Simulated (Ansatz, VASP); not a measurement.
## One calculation of HfSiO4, two programs

```
CELL_PARAMETERS angstrom
-3.28625 3.28625 2.89215
3.28625 -3.28625 2.89215
3.28625 3.28625 -2.89215
ATOMIC_POSITIONS crystal
Hf 0.75000 0.25000 0.50000
Hf 0.00000 0.00000 0.00000
Si 0.25000 0.75000 0.50000
Si 0.50000 0.50000 0.00000
O 0.13400 0.31928 0.81472
O 0.06928 0.75456 0.68528
O 0.50456 0.31928 0.18528
O 0.06928 0.38400 0.31472
O 0.61600 0.93072 0.68528
O 0.68072 0.86600 0.18528
O 0.24544 0.93072 0.31472
O 0.68072 0.49544 0.81472
```

Change from the starting cell: z stretched by -3 %.

Alike in both runs: task electric field gradients; functional PBE; k mesh 5 × 5 × 5; occupations fermi-dirac, width 0.02 eV; no spin polarisation.

```csv
,VASP,Ansatz
version,VASP 6.6.1,Ansatz 0.2.0
potentials or method,"VASP PAW PBE potentials, release 64 (Hf_pv, Si, O)","plane-wave PAW, scalar-relativistic"
plane-wave cutoff (eV),520,420
valence electrons in the cell,76,108
```

```csv
,VASP,Ansatz,Ansatz less VASP
gap on the k mesh at the Fermi level (eV),5.55,5.60,+0.054
pressure (GPa),14.6,16.5,+1.82
"traceless stress, the component that is largest in VASP (GPa)",8.22,7.98,-0.236
rms of the force components (eV/Å),0.234,0.142,-0.0922
size of Vzz on the site where it differs most (V/Å²),73.6,79.1,+5.56
```

Atom by atom the forces differ by 0.096 eV/Å (rms over components). One of these differences is far larger than is usual between the two programs; its cause wasn't traced. The functional is the same, so the differences come from potentials, cutoffs and numerics. VASP's potentials hold 76 valence electrons a cell and Ansatz's 108, so a difference there can come from the potentials and not from the codes.

Spin-orbit coupling is off throughout.
